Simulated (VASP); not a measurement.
# MgB2 (P6/mmm) in VASP: notebook, part 2 of 3

VASP 6.6.1. Earlier steps stand in the parts before.

### Step 3. Electric field gradients, LDA (volume scaled by 0.99)

File INCAR:

```
  PREC = Accurate
  ENCUT = 520
  EDIFF = 1E-8
  ISMEAR = -1
  SIGMA = 0.05
  LREAL = F
  LASPH = T
  NELM = 60
  ALGO = Normal
  ISIF = 2
  LWAVE = F
  LCHARG = F
  LEFG = T
  NBANDS = 11
```

File KPOINTS:

```
regular mesh
0
Gamma
  15 15 12
```

File POSCAR:

```
MgB2
1.0
    3.0746829003      0.0000000000      0.0000000000
   -1.5373414502      2.6627535003      0.0000000000
    0.0000000000      0.0000000000      3.5112173033
Mg B
1 2
Direct
    0.0000000000      0.0000000000      0.0000000000
    0.3333333333      0.6666666667      0.5000000000
    0.6666666667      0.3333333333      0.5000000000
```

Potentials or basis: VASP PAW LDA potentials, release 64 (Mg, B).

Launch:

```sh
cat potpaw_LDA.64/Mg/POTCAR potpaw_LDA.64/B/POTCAR > POTCAR
mpirun -np 1 vasp_std > vasp.out
```

OUTCAR:

```text
PREC = Accurate
   ENCUT = 520
   EDIFF = 1E-8
   ISMEAR = -1
   LREAL = F
   LASPH = T
   NELM = 60
   ISIF = 2

 ion  position               nearest neighbor table
   1  0.000  0.000  0.000-   2 2.50   3 2.50   2 2.50   3 2.50   3 2.50   3 2.50   2 2.50   2 2.50
                             3 2.50   3 2.50   2 2.50   2 2.50
   2  0.333  0.667  0.500-   3 1.78   3 1.78   3 1.78   1 2.50   1 2.50   1 2.50   1 2.50   1 2.50
                             1 2.50
   3  0.667  0.333  0.500-   2 1.78   2 1.78   2 1.78   1 2.50   1 2.50   1 2.50   1 2.50   1 2.50
                             1 2.50

  LATTYP: Found a hexagonal cell.
 ALAT       =     3.0746829003
 C/A-ratio  =     1.1419770484

  Lattice vectors:

 A1 = (   3.0746829003,   0.0000000000,   0.0000000000)
 A2 = (  -1.5373414502,   2.6627535003,   0.0000000000)
 A3 = (   0.0000000000,   0.0000000000,   3.5112173033)

Analysis of symmetry for initial positions (statically):
=====================================================================
 Subroutine PRICEL returns:
 Original cell was already a primitive cell.

 Routine SETGRP: Setting up the symmetry group for a
 hexagonal supercell.

 Subroutine GETGRP returns: Found 24 space group operations
 (whereof 24 operations were pure point group operations)
 out of a pool of 24 trial point group operations.

The static configuration has the point symmetry D_6h.

Analysis of symmetry for dynamics (positions and initial velocities):
=====================================================================
 Subroutine PRICEL returns:
 Original cell was already a primitive cell.

 Routine SETGRP: Setting up the symmetry group for a
 hexagonal supercell.

 Subroutine GETGRP returns: Found 24 space group operations
 (whereof 24 operations were pure point group operations)
 out of a pool of 24 trial point group operations.

The dynamic configuration has the point symmetry D_6h.

 Subroutine INISYM returns: Found 24 space group operations
 (whereof 24 operations are pure point group operations),
 and found     1 'primitive' translations

----------------------------------------------------------------------------------------

                                     Primitive cell

  volume of cell :      28.7468

  direct lattice vectors                    reciprocal lattice vectors
     3.074682900  0.000000000  0.000000000     0.325236791  0.187775549  0.000000000
    -1.537341450  2.662753500  0.000000000     0.000000000  0.375551098  0.000000000
     0.000000000  0.000000000  3.511217303     0.000000000  0.000000000  0.284801513

  length of vectors
     3.074682900  3.074682900  3.511217303     0.375551098  0.375551098  0.284801513

  position of ions in fractional coordinates (direct lattice)
     0.000000000  0.000000000  0.000000000
     0.333333333  0.666666667  0.500000000
     0.666666667  0.333333333  0.500000000

  ion indices of the primitive-cell ions
   primitive index   ion index
                 1           1
                 2           2
                 3           3

[... 88 lines left out ...]
   IALGO  =     38    algorithm
   IMIX   =      4    mixing-type and parameters
     AMIX     =   0.40;   BMIX     =  1.00
     AMIX_MAG =   1.60;   BMIX_MAG =  1.00
  volume/ion in A,a.u.               =       9.58        64.66
  Fermi-wavevector in a.u.,A,eV,Ry     =   1.068830  2.019795 15.543252  1.142397
  Thomas-Fermi vector in A             =   2.204490
   LORBIT       =      0    0 simple, 1 ext, 2 COOP (PROOUT), +10 PAW based schemes
   GGA     = CA    functional components
   LHFCALC =     F    Hartree Fock is set to
   AEXX    =    0.0000 exact exchange contribution
   IVDW    =     0    specifies the selected vdW correction
   LEPSILON=     F    determine dielectric tensor
   LRPA    =     F    only Hartree local field effects (RPA)
 non-spin polarized calculation
  energy-cutoff  :      520.00
  volume of cell :       28.75
 maximum number of plane-waves:       787
 NGX is ok and might be reduce to    24
   NGX = 11   NGY = 11   NGZ = 13

 number of electron       8.0000000 magnetization

 Free energy of the ion-electron system (eV)
  ---------------------------------------------------
  ext. energy  EPLUGINS =         0.00000000
  ---------------------------------------------------
  free energy    TOTEN  =       -17.26295038 eV

  energy without entropy =      -17.25635190  energy(sigma->0) =      -17.25965114

 E-fermi :   5.2728     XC(G=0): -11.1342

 val. band max:        5.2665350844   @ k =   0.3333   0.2000   0.0833
 cond. band min:       5.2774799558   @ k =   0.0667   0.0000   0.0833
 fundamental gap:      0.0109448714
 Fermi energy:         5.2728092488

 k-point     1 :       0.0000    0.0000    0.0000
  band No.  band energies     occupation
      1      -7.0628      2.00000
      2       2.3388      2.00000
      3       5.6455      0.00116
      4       5.6455      0.00116
      5       6.9582      0.00000
      6      11.5941      0.00000
      7      11.5941      0.00000
      8      13.6129      0.00000
      9      15.1886      0.00000
     10      17.9155      0.00000
     11      21.3772      0.00000
[... 309 lines left out ...]
 k-point    24 :       0.4000    0.2000    0.0000
  band No.  band energies     occupation
      1      -2.6879      2.00000
      2      -2.0696      2.00000
      3       0.8766      2.00000
      4       6.0748      0.00000
      5       8.0212      0.00000
      6      10.9483      0.00000
      7      11.2328      0.00000
      8      13.3117      0.00000
      9      14.7869      0.00000
     10      17.0949      0.00000
     11      19.0146      0.00000

 [... further k-points ...]
[... 5 lines left out ...]
  --------------------------------------------------------------------------------------
  -------------------------------------------------------------------------------------
  Total       -1.3317909     -1.3317909     -0.9973993      0.0000000      0.0000000     -0.0000000
  in kB      -74.2262690    -74.2262690    -55.5892266      0.0000000      0.0000000     -0.0000000
  external PRESSURE =     -68.0139216 kB  Pullay stress =       0.0000000 kB

 VOLUME and BASIS-vectors are now :
 -----------------------------------------------------------------------------
  energy-cutoff  :      520.00
  volume of cell :       28.75
      direct lattice vectors                 reciprocal lattice vectors
     3.074682900  0.000000000  0.000000000     0.325236791  0.187775549  0.000000000
    -1.537341450  2.662753500  0.000000000     0.000000000  0.375551098  0.000000000
     0.000000000  0.000000000  3.511217303     0.000000000  0.000000000  0.284801513

 POSITION                                       TOTAL-FORCE (eV/Angst)
 -----------------------------------------------------------------------------------
      0.00000      0.00000      0.00000        -0.000000      0.000000      0.000000
     -0.00000      1.77517      1.75561         0.000000      0.000000     -0.000000
      1.53734      0.88758      1.75561        -0.000000      0.000000      0.000000
 -----------------------------------------------------------------------------------
    total drift:                                0.000000     -0.000000     -0.000000

  FREE ENERGIE OF THE ION-ELECTRON SYSTEM (eV)
  ---------------------------------------------------
  free  energy   TOTEN  =       -17.2629503813 eV

  energy  without entropy=      -17.2563519047  energy(sigma->0) =      -17.25965114

 Electric field gradients (V/A^2)
---------------------------------------------------------------------
 ion       V_xx      V_yy      V_zz      V_xy      V_xz      V_yz
---------------------------------------------------------------------
   1       0.320     0.320    -0.639    -0.000     0.000    -0.000
   2      -9.841    -9.841    19.682     0.000     0.000     0.000
   3      -9.841    -9.841    19.682     0.000     0.000     0.000
---------------------------------------------------------------------

 Electric field gradients after diagonalization (V/A^2)
 (convention: |V_zz| > |V_xx| > |V_yy|)
----------------------------------------------------------------------
 ion       V_xx      V_yy      V_zz     asymmetry (V_yy - V_xx)/ V_zz
----------------------------------------------------------------------
   1       0.320     0.320    -0.639       0.000
   2      -9.841    -9.841    19.682       0.000
   3      -9.841    -9.841    19.682       0.000
----------------------------------------------------------------------

           NMR quadrupolar parameters

 Cq : quadrupolar parameter    Cq=e*Q*V_zz/h
 eta: asymmetry parameters     (V_yy - V_xx)/ V_zz
 Q  : nuclear electric quadrupole moment in mb (millibarn)
----------------------------------------------------------------------
 ion       Cq(MHz)       eta       Q (mb)
----------------------------------------------------------------------
   1      -0.002       0.000       1.000
   2       0.048       0.000       1.000
   3       0.048       0.000       1.000
----------------------------------------------------------------------
```

OSZICAR:

```text
N       E                     dE             d eps       ncg     rms          rms(c)
DAV:   1     0.250436656403E+01    0.25044E+01   -0.38235E+03  4414   0.613E+02
DAV:   2    -0.185270749118E+02   -0.21031E+02   -0.19805E+02  5293   0.107E+02
DAV:   3    -0.191223657917E+02   -0.59529E+00   -0.58962E+00  5477   0.148E+01
DAV:   4    -0.191237872070E+02   -0.14214E-02   -0.14211E-02  4895   0.767E-01
DAV:   5    -0.191237908697E+02   -0.36627E-05   -0.36625E-05  5183   0.411E-02    0.520E+00
DAV:   6    -0.175313571002E+02    0.15924E+01   -0.20511E+00  4718   0.658E+00    0.231E+00
DAV:   7    -0.172707649734E+02    0.26059E+00   -0.10198E+00  4880   0.462E+00    0.666E-01
DAV:   8    -0.172718179095E+02   -0.10529E-02   -0.10050E-01  4675   0.171E+00    0.377E-01
DAV:   9    -0.172630566959E+02    0.87612E-02   -0.19900E-02  4650   0.631E-01    0.600E-02
DAV:  10    -0.172629556367E+02    0.10106E-03   -0.10396E-03  5176   0.180E-01    0.197E-02
DAV:  11    -0.172629513448E+02    0.42919E-05   -0.32933E-05  4668   0.347E-02    0.399E-03
DAV:  12    -0.172629504924E+02    0.85244E-06   -0.53226E-06  4752   0.104E-02    0.157E-03
DAV:  13    -0.172629503816E+02    0.11081E-06   -0.34549E-07  4686   0.309E-03    0.164E-04
DAV:  14    -0.172629503813E+02    0.30724E-09   -0.87089E-09  3659   0.634E-04
   1 F= -.17262950E+02 E0= -.17259651E+02  d E =-.659848E-02
```

Wall time 70 s (1 thread of Intel Xeon 8259CL, shared host); peak memory 0.18 GiB.

What came out:

| Property | Result |
| --- | --- |
| Free energy | -17.2630 eV |
| Pressure | -6.8 GPa |
| Band gap on the k mesh | zero (band 4 reaches 7.09 eV, above the bottom of band 5 at 3.27 eV) |

Electric field gradients, principal values (V/Å²):
```csv
atom,least,middle,greatest (by size)
1 Mg,0.320,0.320,-0.639
2 B,-9.841,-9.841,19.682
3 B,-9.841,-9.841,19.682
```

Caveat: without QUAD_EFG the Cq values of the log hold for a quadrupole moment of 1 mb, not for the nuclei.

(Continued in part 3 of 3.)
